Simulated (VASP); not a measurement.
Set up this calculation in VASP 6.6.1, as the native input.

```yaml
Task: single point
Functional: LDA
Potentials_or_basis: VASP PAW LDA potentials, release 64 (Zr_sv)
Cutoff: 520 eV
k_mesh: 9 × 9 × 4
Occupations: fermi-dirac, width 0.2 eV
Spin: no spin polarisation
Dipole_correction: no
Further_INCAR_settings: ALGO = Normal; EDIFF = 1e-07; NBANDS = 12
```

The structure of Zr lies in POSCAR:

```
Zr
1.0
    3.0971250000      0.0000000000      0.0000000000
   -1.5485620000      2.6821890000      0.0000000000
    0.0000000000      0.0000000000      6.7945000000
Zr
1
Direct
    0.0000000000      0.0000000000      0.5000000000
```

These files were run (other wordings do the same):

INCAR

```
PREC = Accurate
ENCUT = 520
EDIFF = 1E-7
ISMEAR = -1
SIGMA = 0.2
LREAL = False
LASPH = True
NELM = 60
ALGO = Normal
ISIF = 2
LWAVE = False
LCHARG = False
NBANDS = 12
```

KPOINTS

```
Automatic mesh
0
Gamma
  9 9 4
```

Potentials or basis: VASP PAW LDA potentials, release 64 (Zr_sv).

Run with:

```bash
$ cat potpaw_LDA.64/Zr_sv/POTCAR > POTCAR
$ mpirun -np 1 vasp_std > vasp.out
```

Results of the run:

```yaml
Pressure: -5.0 GPa
Band_gap_on_the_k_mesh: zero (band 6 reaches 1.57 eV, above the bottom of band 7 at 0.94 eV)
```

Wall time 21 s on 1 thread of Intel(R) Xeon(R) Platinum 8259CL CPU @ 2.50GHz (Skylake/Cascade Lake), with other jobs on the host, peak memory 0.16 GiB.
